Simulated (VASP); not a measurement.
KI, 2 atoms in the cell. It takes space group Fm-3m (No. 225, cubic). Conventional cell: a = 7.066 Å, b = 7.066 Å, c = 7.066 Å, α = 90.00°, β = 90.00°, γ = 90.00°. I (site symmetry m-3m) has 6 K at 3.53 Å within 4.6 Å. Within 4.6 Å of K (site symmetry m-3m) lie 6 I at 3.53 Å. 

| Item | Value |
| --- | --- |
| Program | VASP 6.6.1 |
| Task | band structure |
| Functional | SCAN |
| Potentials or basis | VASP PAW PBE potentials, release 64 (I, K_sv) |
| Cutoff | 520 eV |
| k mesh | 7 × 7 × 7 |
| Occupations | gaussian, width 0.03 eV |
| Spin | no spin polarisation |
| Tolerance level | tight |
| Purpose | bands |
| Route | KPOINTS_OPT |
| Further INCAR settings | ALGO = Normal; EDIFF = 1e-06; NBANDS = 20 |

Potentials or basis: VASP PAW PBE potentials, release 64 (I, K_sv).

Run with:

```console
$ cat potpaw_PBE.64/I/POTCAR potpaw_PBE.64/K_sv/POTCAR > POTCAR
$ mpirun -np 1 vasp_std > vasp.out
```

Hardware: 1 thread of Intel(R) Xeon(R) Platinum 8259CL CPU @ 2.50GHz (Skylake/Cascade Lake), with other jobs on the host.

How long does it take, and how much memory?

Run time: 18 min on 1 thread of Intel(R) Xeon(R) Platinum 8259CL CPU @ 2.50GHz (Skylake/Cascade Lake) (shared host), peak memory 0.26 GiB. Counts: k points 20.
